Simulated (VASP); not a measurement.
# MgCd3Se4 (P-4m2) in VASP: a series of runs

MgCd3Se4 is run at these levels: PBE, r2SCAN; tasks: single point.

Program: VASP 6.6.1. These are calculated values, not measurements. Logs are shortened: lines on timing, memory, paths and dates and some standing lists are left out, and cuts for length are marked.

**1. The cell of the first run**

Symmetry: P-4m2, No. 115, tetragonal system. Conventional cell: a = 4.354 Å, b = 4.354 Å, c = 12.238 Å, α = 90.00°, β = 90.00°, γ = 90.00°. Within 3.4 Å of Mg (site symmetry -4m2) lie 4 Se at 2.60 Å. Cd (site symmetry 2mm) has 4 Se at 2.68 Å within 3.5 Å. Cd (site symmetry -4m2) has 4 Se at 2.68 Å within 3.5 Å. Se (site symmetry 2mm) has 4 Cd at 2.68 Å within 3.5 Å. Se (site symmetry 2mm) has 2 Mg at 2.60 Å and 2 Cd at 2.68 Å within 3.4 Å.

**2. Single point, PBE**

The input, INCAR:

```
ALGO = Normal ; EDIFF = 1E-7
ENCUT = 520 ; GGA = PE
ISIF = 2 ; ISMEAR = 0
LASPH = True ; LCHARG = False
LREAL = False ; LWAVE = False
NBANDS = 41 ; NELM = 100
PREC = Accurate ; SIGMA = 0.1
```

The input, KPOINTS:

```
k-points
0
Gamma
  4 4 2
```

The input, POSCAR:

```
MgCd3Se4
1.0
    4.3539801000      0.0000000000      0.0000000000
    0.0000000000      4.3539801000      0.0000000000
    0.0000000000      0.0000000000     12.2377502000
Mg Cd Se
1 3 4
Direct
    0.5000000000      0.5000000000      0.5000000000
    0.0000000000      0.0000000000      0.7448600000
    0.5000000000      0.5000000000      0.0000000000
    0.0000000000      0.0000000000      0.2551400000
    0.5000000000      0.0000000000      0.1275270000
    0.0000000000      0.5000000000      0.3831930000
    0.5000000000      0.0000000000      0.6168070000
    0.0000000000      0.5000000000      0.8724730000
```

Potentials or basis: VASP PAW PBE potentials, release 64 (Mg, Cd, Se).

Launch:

```bash
cat potpaw_PBE.64/Mg/POTCAR potpaw_PBE.64/Cd/POTCAR potpaw_PBE.64/Se/POTCAR > POTCAR
mpirun -np 1 vasp_std > vasp.out
```

OUTCAR:

```text
EDIFF = 1E-7
   ENCUT = 520
   GGA = PE
   ISIF = 2
   ISMEAR = 0
   LASPH = True
   LREAL = False
   NELM = 100
   PREC = Accurate

 ion  position               nearest neighbor table
   1  0.500  0.500  0.500-   6 2.60   7 2.60   7 2.60   6 2.60
   2  0.000  0.000  0.745-   8 2.68   8 2.68   7 2.68   7 2.68
   3  0.500  0.500  0.000-   5 2.68   8 2.68   5 2.68   8 2.68
   4  0.000  0.000  0.255-   5 2.68   5 2.68   6 2.68   6 2.68
   5  0.500  0.000  0.128-   3 2.68   3 2.68   4 2.68   4 2.68
   6  0.000  0.500  0.383-   1 2.60   1 2.60   4 2.68   4 2.68
   7  0.500  0.000  0.617-   1 2.60   1 2.60   2 2.68   2 2.68
   8  0.000  0.500  0.872-   3 2.68   3 2.68   2 2.68   2 2.68

  LATTYP: Found a simple tetragonal cell.
 ALAT       =     4.3539801000
 C/A-ratio  =     2.8107042106

  Lattice vectors:

 A1 = (   4.3539801000,   0.0000000000,   0.0000000000)
 A2 = (   0.0000000000,   4.3539801000,   0.0000000000)
 A3 = (   0.0000000000,   0.0000000000,  12.2377502000)

Analysis of symmetry for initial positions (statically):
=====================================================================
 Subroutine PRICEL returns:
 Original cell was already a primitive cell.

 Routine SETGRP: Setting up the symmetry group for a
 simple tetragonal supercell.

 Subroutine GETGRP returns: Found  8 space group operations
 (whereof  8 operations were pure point group operations)
 out of a pool of 16 trial point group operations.

The static configuration has the point symmetry D_2d.

Analysis of symmetry for dynamics (positions and initial velocities):
=====================================================================
 Subroutine PRICEL returns:
 Original cell was already a primitive cell.

 Routine SETGRP: Setting up the symmetry group for a
 simple tetragonal supercell.

 Subroutine GETGRP returns: Found  8 space group operations
 (whereof  8 operations were pure point group operations)
 out of a pool of 16 trial point group operations.

The dynamic configuration has the point symmetry D_2d.

 Subroutine INISYM returns: Found  8 space group operations
 (whereof  8 operations are pure point group operations),
 and found     1 'primitive' translations

----------------------------------------------------------------------------------------

                                     Primitive cell

  volume of cell :     231.9928

  direct lattice vectors                    reciprocal lattice vectors
     4.353980100  0.000000000  0.000000000     0.229674913  0.000000000  0.000000000
     0.000000000  4.353980100  0.000000000     0.000000000  0.229674913  0.000000000
     0.000000000  0.000000000 12.237750200     0.000000000  0.000000000  0.081714366

  length of vectors
     4.353980100  4.353980100 12.237750200     0.229674913  0.229674913  0.081714366

  position of ions in fractional coordinates (direct lattice)
     0.500000000  0.500000000  0.500000000
     0.000000000  0.000000000  0.744860000
     0.500000000  0.500000000  0.000000000
     0.000000000  0.000000000  0.255140000
     0.500000000  0.000000000  0.127527000
     0.000000000  0.500000000  0.383193000
     0.500000000  0.000000000  0.616807000
     0.000000000  0.500000000  0.872473000

  ion indices of the primitive-cell ions
   primitive index   ion index
                 1           1
                 2           2
                 3           3
                 4           4
                 5           5
                 6           6
                 7           7
                 8           8

----------------------------------------------------------------------------------------

 KPOINTS: k-points

Automatic generation of k-mesh.
 Grid dimensions read from file:
 generate k-points for:    4    4    2

 Generating k-lattice:

  Cartesian coordinates                     Fractional coordinates (reciprocal lattice)
     0.057418728  0.000000000  0.000000000     0.250000000  0.000000000  0.000000000
     0.000000000  0.057418728  0.000000000     0.000000000  0.250000000  0.000000000
     0.000000000  0.000000000  0.040857183     0.000000000  0.000000000  0.500000000

  Length of vectors
     0.057418728  0.057418728  0.040857183

  Shift w.r.t. Gamma in fractional coordinates (k-lattice)
     0.000000000  0.000000000  0.000000000

 Subroutine IBZKPT returns following result:
 ===========================================

 Found     12 irreducible k-points:

 Following reciprocal coordinates:
            Coordinates               Weight
  0.000000  0.000000  0.000000      1.000000
  0.250000  0.000000  0.000000      4.000000
  0.500000  0.000000  0.000000      2.000000
  0.250000  0.250000  0.000000      4.000000
  0.500000  0.250000  0.000000      4.000000
  0.500000  0.500000  0.000000      1.000000
  0.000000  0.000000  0.500000      1.000000
  0.250000  0.000000  0.500000      4.000000
  0.500000  0.000000  0.500000      2.000000
  0.250000  0.250000  0.500000      4.000000
  0.500000  0.250000  0.500000      4.000000
  0.500000  0.500000  0.500000      1.000000
   k-points           NKPTS =     12   k-points in BZ     NKDIM =     12   number of bands    NBANDS=     41
   number of dos      NEDOS =    301   number of ions     NIONS =      8
   total plane-waves  NPLWV =  98304
   dimension x,y,z NGX =    32 NGY =   32 NGZ =   96
   dimension x,y,z NGXF=    64 NGYF=   64 NGZF=  192
   ions per type =               1   3   4
   NGX,Y,Z   is equivalent  to a cutoff of  12.22, 12.22, 13.04 a.u.
   NGXF,Y,Z  is equivalent  to a cutoff of  24.44, 24.44, 26.08 a.u.
 SYSTEM =  unknown system
   PREC   = accura    normal or accurate (medium, high low for compatibility)
   ISTART =      0    job   : 0-new  1-cont  2-samecut
   ICHARG =      2    charge: 1-file 2-atom 10-const
   ISPIN  =      1    spin polarized calculation?
   LNONCOLLINEAR =      F non collinear calculations
   LSORBIT =      F    spin-orbit coupling
   LASPH  =      T    aspherical Exc in radial PAW
   ENCUT  =  520.0 eV  38.22 Ry    6.18 a.u.   8.10  8.10 22.75*2*pi/ulx,y,z
   NELM   =    100;   NELMIN=  2; NELMDL= -5     # of ELM steps
   EDIFF  = 0.1E-06   stopping-criterion for ELM
   LREAL  =      F    real-space projection
   EDIFFG = 0.1E-05   stopping-criterion for IOM
   NSW    =      0    number of steps for IOM
   IBRION =     -1    ionic relax: 0-MD 1-quasi-New 2-CG
   NFREE  =      0    steps in history (QN), initial steepest desc. (CG)
   ISIF   =      2    stress and relaxation
   ISYM   =      2    0-nonsym 1-usesym 2-fastsym
   POTIM  = 0.5000    time-step for ionic-motion
   TEBEG  =    0.0;   TEEND  =   0.0 temperature during run
   PSTRESS=    0.0 pullay stress
   NELECT =      62.0000    total number of electrons
   NUPDOWN=      -1.0000    fix difference up-down
   EMIN   =  10.00;   EMAX   =-10.00  energy-range for DOS
   EFERMI =   0.00;   METHOD = LEGACY
   ISMEAR =     0;   SIGMA  =   0.10  broadening in eV -4-tet -1-fermi 0-gaus
   EFERMI_NEDOS =   21; number of points for ismear=-14 and -15
   IALGO  =     38    algorithm
   IMIX   =      4    mixing-type and parameters
     AMIX     =   0.40;   BMIX     =  1.00
     AMIX_MAG =   1.60;   BMIX_MAG =  1.00
  volume/ion in A,a.u.               =      29.00       195.70
  Fermi-wavevector in a.u.,A,eV,Ry     =   1.054502  1.992719 15.129319  1.111974
  Thomas-Fermi vector in A             =   2.189664
   LORBIT       =      0    0 simple, 1 ext, 2 COOP (PROOUT), +10 PAW based schemes
   GGA     = PE    functional components
   LHFCALC =     F    Hartree Fock is set to
   AEXX    =    0.0000 exact exchange contribution
   IVDW    =     0    specifies the selected vdW correction
   LEPSILON=     F    determine dielectric tensor
   LRPA    =     F    only Hartree local field effects (RPA)
 non-spin polarized calculation
 Gauss-broadening in eV      SIGMA  =   0.10
  energy-cutoff  :      520.00
  volume of cell :      231.99
 maximum number of plane-waves:      6296
   NGX = 17   NGY = 17   NGZ = 45

 number of electron      61.9999972 magnetization

 Free energy of the ion-electron system (eV)
  ---------------------------------------------------
  ext. energy  EPLUGINS =         0.00000000
  ---------------------------------------------------
  free energy    TOTEN  =       -23.95092404 eV

  energy without entropy =      -23.95092404  energy(sigma->0) =      -23.95092404

 E-fermi :   1.0426     XC(G=0):  -8.5123

 val. band max:        0.5743407918   @ k =   0.0000   0.0000   0.0000
 cond. band min:       1.4839844396   @ k =   0.0000   0.0000   0.0000
 fundamental gap:      0.9096436479
 Fermi energy:         1.0425966815

 k-point     1 :       0.0000    0.0000    0.0000
  band No.  band energies     occupation
      1     -11.5867      2.00000
      2     -11.3532      2.00000
      3     -11.3452      2.00000
      4     -11.0360      2.00000
      5      -7.0601      2.00000
      6      -7.0601      2.00000
[... 33 lines left out ...]
     40       6.7102      0.00000
     41       6.7402      0.00000

 k-point     2 :       0.2500    0.0000    0.0000
  band No.  band energies     occupation
      1     -11.4655      2.00000
      2     -11.2986      2.00000
      3     -11.2752      2.00000
      4     -11.0409      2.00000
      5      -7.0389      2.00000
      6      -7.0310      2.00000
[... 33 lines left out ...]
     40       7.0374      0.00000
     41       7.1453      0.00000

 k-point     3 :       0.5000    0.0000    0.0000
  band No.  band energies     occupation
      1     -11.2909      2.00000
      2     -11.2908      2.00000
      3     -11.1377      2.00000
      4     -11.1136      2.00000
      5      -7.0057      2.00000
      6      -7.0040      2.00000
[... 33 lines left out ...]
     40       6.9515      0.00000
     41       7.1355      0.00000

 k-point     4 :       0.2500    0.2500    0.0000
  band No.  band energies     occupation
      1     -11.3678      2.00000
      2     -11.2535      2.00000
      3     -11.1982      2.00000
      4     -11.0244      2.00000
      5      -6.9933      2.00000
      6      -6.9820      2.00000
[... 33 lines left out ...]
     40       6.9220      0.00000
     41       7.1393      0.00000

 k-point     5 :       0.5000    0.2500    0.0000
  band No.  band energies     occupation
      1     -11.2376      2.00000
      2     -11.2376      2.00000
      3     -11.0701      2.00000
      4     -11.0569      2.00000
      5      -6.9691      2.00000
      6      -6.9592      2.00000
[... 33 lines left out ...]
     40       7.4118      0.00000
     41       7.4958      0.00000

 k-point     6 :       0.5000    0.5000    0.0000
  band No.  band energies     occupation
      1     -11.1837      2.00000
      2     -11.1837      2.00000
      3     -10.9995      2.00000
      4     -10.9995      2.00000
      5      -6.9209      2.00000
      6      -6.9073      2.00000
[... 33 lines left out ...]
     40       7.1781      0.00000
     41       7.1781      0.00000

 k-point     7 :       0.0000    0.0000    0.5000
  band No.  band energies     occupation
      1     -11.5396      2.00000
      2     -11.4899      2.00000
      3     -11.2353      2.00000
      4     -11.0562      2.00000
      5      -7.0615      2.00000
      6      -7.0615      2.00000
[... 33 lines left out ...]
     40       7.0539      0.00000
     41       7.0540      0.00000

 k-point     8 :       0.2500    0.0000    0.5000
  band No.  band energies     occupation
      1     -11.4406      2.00000
      2     -11.3756      2.00000
      3     -11.2137      2.00000
      4     -11.0502      2.00000
      5      -7.0399      2.00000
      6      -7.0295      2.00000
[... 33 lines left out ...]
     40       7.0143      0.00000
     41       7.1396      0.00000

 k-point     9 :       0.5000    0.0000    0.5000
  band No.  band energies     occupation
      1     -11.2909      2.00000
      2     -11.2908      2.00000
      3     -11.1378      2.00000
      4     -11.1137      2.00000
      5      -7.0068      2.00000
      6      -7.0033      2.00000
[... 33 lines left out ...]
     40       7.0672      0.00000
     41       7.3524      0.00000

 k-point    10 :       0.2500    0.2500    0.5000
  band No.  band energies     occupation
      1     -11.3562      2.00000
      2     -11.2858      2.00000
      3     -11.1735      2.00000
      4     -11.0285      2.00000
      5      -6.9933      2.00000
      6      -6.9827      2.00000
[... 33 lines left out ...]
     40       7.0022      0.00000
     41       7.0358      0.00000

 k-point    11 :       0.5000    0.2500    0.5000
  band No.  band energies     occupation
      1     -11.2376      2.00000
      2     -11.2375      2.00000
      3     -11.0701      2.00000
      4     -11.0569      2.00000
      5      -6.9691      2.00000
      6      -6.9598      2.00000
[... 33 lines left out ...]
     40       7.4936      0.00000
     41       7.5325      0.00000

 k-point    12 :       0.5000    0.5000    0.5000
  band No.  band energies     occupation
      1     -11.1837      2.00000
      2     -11.1837      2.00000
      3     -10.9995      2.00000
      4     -10.9995      2.00000
      5      -6.9209      2.00000
      6      -6.9086      2.00000
[... 33 lines left out ...]
     40       8.8325      0.00000
     41       8.8692      0.00000

------------------------ aborting loop because EDIFF is reached ----------------------------------------

  FORCE on cell =-STRESS in cart. coord.  units (eV):
  Direction    XX          YY          ZZ          XY          YZ          ZX
  --------------------------------------------------------------------------------------
  -------------------------------------------------------------------------------------
  Total        0.3941237      0.3941237      0.2196597      0.0000000     -0.0000000      0.0000000
  in kB        2.7218779      2.7218779      1.5170035      0.0000000     -0.0000000      0.0000000
  external PRESSURE =       2.3202531 kB  Pullay stress =       0.0000000 kB

 VOLUME and BASIS-vectors are now :
 -----------------------------------------------------------------------------
  energy-cutoff  :      520.00
  volume of cell :      231.99
      direct lattice vectors                 reciprocal lattice vectors
     4.353980100  0.000000000  0.000000000     0.229674913  0.000000000  0.000000000
     0.000000000  4.353980100  0.000000000     0.000000000  0.229674913  0.000000000
     0.000000000  0.000000000 12.237750200     0.000000000  0.000000000  0.081714366

 POSITION                                       TOTAL-FORCE (eV/Angst)
 -----------------------------------------------------------------------------------
      2.17699      2.17699      6.11888        -0.000000      0.000000      0.000000
      0.00000      0.00000      9.11541        -0.000000      0.000000      0.003674
      2.17699      2.17699      0.00000        -0.000000     -0.000000      0.000000
      0.00000      0.00000      3.12234        -0.000000      0.000000     -0.003674
      2.17699      0.00000      1.56064        -0.000000      0.000000      0.001599
      0.00000      2.17699      4.68942        -0.000000      0.000000      0.042356
      2.17699      0.00000      7.54833        -0.000000      0.000000     -0.042356
      0.00000      2.17699     10.67711         0.000000      0.000000     -0.001599
 -----------------------------------------------------------------------------------
    total drift:                                0.000000     -0.000000      0.000000

  FREE ENERGIE OF THE ION-ELECTRON SYSTEM (eV)
  ---------------------------------------------------
  free  energy   TOTEN  =       -23.9509240448 eV

  energy  without entropy=      -23.9509240448  energy(sigma->0) =      -23.95092404
```

Wall time 61 s (1 thread of Intel Xeon 6975P-C (Granite Rapids), shared host); peak memory 0.35 GiB.

Results:

| Item | Value |
| --- | --- |
| Free energy | -23.9509 eV |
| Pressure | 0.2 GPa |
| Largest force | 0.042 eV/Å |
| Band gap on the k mesh | 0.91 eV, direct |

Forces on the atoms (eV/Å):
```
Mg   0.000  0.000  0.000
Cd   0.000  0.000  0.004
Cd   0.000  0.000  0.000
Cd   0.000  0.000 -0.004
Se   0.000  0.000  0.002
Se   0.000  0.000  0.042
Se   0.000  0.000 -0.042
Se   0.000  0.000 -0.002
```

Levels at points of the mesh, in eV from the valence-band top:
| k point | band 29 | band 30 | band 31 | band 32 | band 33 | band 34 |
| --- | --- | --- | --- | --- | --- | --- |
| (0.00, 0.00, 0.00) | -0.06 | 0.00 | 0.00 | 0.91 | 3.21 | 3.49 |
| (0.50, 0.00, 0.00) | -0.57 | -0.53 | -0.53 | 2.45 | 2.80 | 3.80 |
| (0.50, 0.50, 0.00) | -1.55 | -1.55 | -1.53 | 3.24 | 3.24 | 3.55 |
| (0.00, 0.00, 0.50) | -0.44 | -0.16 | -0.16 | 1.93 | 2.30 | 3.54 |
| (0.50, 0.00, 0.50) | -0.62 | -0.54 | -0.53 | 3.06 | 3.07 | 3.15 |
| (0.50, 0.50, 0.50) | -1.71 | -1.70 | -1.70 | 3.84 | 3.84 | 4.01 |

A hybrid or GW would open this gap; PBE tends to underestimate it.

(Continued in part 2 of 2.)
